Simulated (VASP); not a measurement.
Here is a VASP 6.6.1 calculation.

Contents of POSCAR:

```
LiH
1.0
    2.4505901227      0.0000000000      0.0000000000
    0.0000000000      2.4505901227      0.0000000000
    0.0000000000      0.0000000000      2.4505901227
Li H
1 1
Direct
    0.0000000000      0.0000000000      0.0000000000
    0.5000000000      0.5000000000      0.5000000000
```

The input INCAR.step1:

```
ALGO = Normal
EDIFF = 1E-4
ENCUT = 520
GGA = PE
ISMEAR = 0
LASPH = T
LCHARG = F
LREAL = F
LWAVE = T
NBANDS = 9
NELM = 80
PREC = Accurate
SIGMA = 0.01
```

Contents of INCAR.step2:

```
ALGO = Normal
EDIFF = 1E-7
ENCUT = 520
ISIF = 2
ISMEAR = 0
ISTART = 1
LASPH = T
LCHARG = F
LMIXTAU = T
LREAL = F
LWAVE = F
METAGGA = R2SCAN
NBANDS = 9
NELM = 80
PREC = Accurate
SIGMA = 0.01
```

Contents of KPOINTS:

```
k-points
0
Gamma
  8 8 8
```

Potentials or basis: VASP PAW PBE potentials, release 64 (Li_sv, H).

Launch:

```console
$ cat potpaw_PBE.64/Li_sv/POTCAR potpaw_PBE.64/H/POTCAR > POTCAR
$ cp INCAR.step1 INCAR
$ mpirun -np 1 vasp_std > vasp.out
$ cp INCAR.step2 INCAR
$ mpirun -np 1 vasp_std > vasp.out
```

What does it give for the band gap on the k mesh?

1.27 eV, indirect (least direct gap 4.94 eV).

 A k mesh can miss the band edges.
